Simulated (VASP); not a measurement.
Write the native input for VASP 6.6.1 that does the following.

```yaml
Task: single point
Functional: r2SCAN
Potentials_or_basis: VASP PAW PBE potentials, release 64 (K_sv)
Cutoff: 520 eV
k_mesh: 12 × 12 × 12
Occupations: gaussian, width 0.15 eV
Spin: no spin polarisation
Dipole_correction: no
Further_INCAR_settings: ALGO = Normal; EDIFF = 1e-06; NBANDS = 10
```

K:

```xyz
1
Lattice="3.7403 0.0000 0.0000 0.0000 3.7403 0.0000 0.0000 0.0000 5.1141" Properties=species:S:1:pos:R:3 pbc="T T T"
K     0.0000    0.0000    0.0000
```

This cell differs from its parent crystal: volume 71.545 Å^3 an atom, c/a of the conventional cell 1.3673.

One way to write it, as run:

POSCAR

```
K
1.0
    3.7402889832      0.0000000000      0.0000000000
    0.0000000000      3.7402889832      0.0000000000
    0.0000000000      0.0000000000      5.1140971267
K
1
Direct
    0.0000000000      0.0000000000      0.0000000000
```

INCAR.step1

```
  ALGO = Normal
  EDIFF = 1E-4
  ENCUT = 520
  GGA = PE
  ISMEAR = 0
  LASPH = T
  LCHARG = F
  LREAL = F
  LWAVE = T
  NBANDS = 10
  NELM = 60
  PREC = Accurate
  SIGMA = 0.15
```

INCAR.step2

```
  ALGO = Normal
  EDIFF = 1E-6
  ENCUT = 520
  ISIF = 2
  ISMEAR = 0
  ISTART = 1
  LASPH = T
  LCHARG = T
  LELF = T
  LMIXTAU = T
  LREAL = F
  LVHAR = T
  LWAVE = F
  METAGGA = R2SCAN
  NBANDS = 10
  NELM = 60
  PREC = Accurate
  SIGMA = 0.15
```

KPOINTS

```
k-points
0
Gamma
  12 12 12
```

Potentials or basis: VASP PAW PBE potentials, release 64 (K_sv).

The run is started by

```bash
$ cat potpaw_PBE.64/K_sv/POTCAR > POTCAR
$ cp INCAR.step1 INCAR
$ mpirun -np 1 vasp_std > vasp.out
$ cp INCAR.step2 INCAR
$ mpirun -np 1 vasp_std > vasp.out
```

It gave:

The pressure is 0.9 GPa.

Caveat: the PAW data sets were made with another functional, which shifts forces and pressure a little.

Wall time 3.7 min on 1 thread of Intel Xeon 6975P-C, with other jobs on the host, peak memory 0.27 GiB.
